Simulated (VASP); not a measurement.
Crystal: GaN.

```
CELL_PARAMETERS angstrom
3.18893 0.00000 0.00000
-1.59447 2.76169 0.00000
0.00000 0.00000 5.19236
ATOMIC_POSITIONS crystal
Ga 0.66667 0.33333 0.49908
Ga 0.33333 0.66667 0.99908
N 0.66667 0.33333 0.87592
N 0.33333 0.66667 0.37592
```

```yaml
Program: VASP 6.6.1
Task: relaxation of cell and atoms
Functional: LDA
Potentials_or_basis: VASP PAW LDA potentials, release 64 (Ga_d, N)
Cutoff: 600 eV
k_mesh: 12 × 12 × 6
Occupations: gaussian, width 0.02 eV
Spin: no spin polarisation
```

At the start: pressure -5.5 GPa; volume 11.43 Å³/atom.

**Question.** Where does the relaxation end?

**Answer.** Over 8 steps the energy falls by 5.8 meV/atom and the volume is 11.11 Å³/atom (-2.8 %); space group P6_3mc (No. 186, to 0.05 Å).

The path:
```tsv
step	energy change (eV)	largest force (eV/Å)	pressure (GPa)	volume (Å³)
1	0.0000	0.0078	-5.49	45.73
2	-0.0001	0.0223	6.01	43.18
3	-0.0230	0.0142	0.06	44.43
4	-0.0230	0.0142	-0.53	44.46
5	-0.0230	0.0021	-0.06	44.44
6	-0.0230	0.0014	0.03	44.43
7	-0.0230	0.0066	-0.20	44.44
8	-0.0230	0.0027	0.00	44.44
```

Final structure:
```
CELL_PARAMETERS angstrom
3.15752 0.00000 0.00000
-1.57876 2.73449 0.00000
0.00000 0.00000 5.14656
ATOMIC_POSITIONS crystal
Ga 0.66667 0.33333 0.49926
Ga 0.33333 0.66667 0.99926
N 0.66667 0.33333 0.87574
N 0.33333 0.66667 0.37574
```
